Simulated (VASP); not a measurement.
Wanted: the native input for a VASP 6.6.1 run.

```
Task                   : single point
Functional             : LDA
Potentials or basis    : VASP PAW LDA potentials, release 64 (Al, O)
Cutoff                 : 520 eV
k mesh                 : 9 × 9 × 1
Occupations            : gaussian, width 0.1 eV
Spin                   : no spin polarisation
Dipole correction      : yes
Further INCAR settings : ALGO = Normal; EDIFF = 1e-06; NBANDS = 16
```

The structure of Al3O lies in POSCAR:

```
Al3O
1.0
    2.8168432364      0.0000000000      0.0000000000
    0.0000000000      2.8168432364      0.0000000000
    0.0000000000      0.0000000000     21.1042970937
Al O
3 1
Direct
    0.5000000000      0.5000000000      0.1895348602
    0.0000000000      0.0000000000      0.2867549192
    0.5000000000      0.5000000000      0.3840117042
    1.0000000000      1.0000000000      0.5560145899
```

The input as run:

INCAR

```
SYSTEM = Al3O
PREC     = Accurate       ! precision mode
ENCUT    = 520            ! plane-wave cutoff, eV
EDIFF    = 1E-6           ! SCF threshold, eV
ISMEAR   = 0              ! smearing method
SIGMA    = 0.1            ! smearing width, eV
LREAL    = .False.        ! projectors in reciprocal space
LASPH    = .True.         ! aspherical terms in the spheres
NELM     = 80             ! most SCF steps
ALGO     = Normal         ! electronic algorithm
ISIF     = 2              ! what is computed and relaxed
LWAVE    = .False.        ! write WAVECAR
LCHARG   = .False.        ! write CHGCAR
LDIPOL   = .True.       
IDIPOL   = 3            
DIPOL    = 0.5 0.5 0.354
NBANDS   = 16             ! bands
```

KPOINTS

```
Automatic mesh
0
Gamma
  9 9 1
  0 0 0
```

Potentials or basis: VASP PAW LDA potentials, release 64 (Al, O).

Run with:

```bash
$ cat potpaw_LDA.64/Al/POTCAR potpaw_LDA.64/O/POTCAR > POTCAR
$ mpirun -np 1 vasp_std > vasp.out
```

It gave:

The largest force is 0.616 eV/Å.

Caveat: an odd number of electrons without spin polarisation forces a metal; a magnetic or distorted state may lie lower.

Wall time 41 s on 1 thread of Intel(R) Xeon(R) 6975P-C (Granite Rapids), with other jobs on the host, peak memory 0.23 GiB.
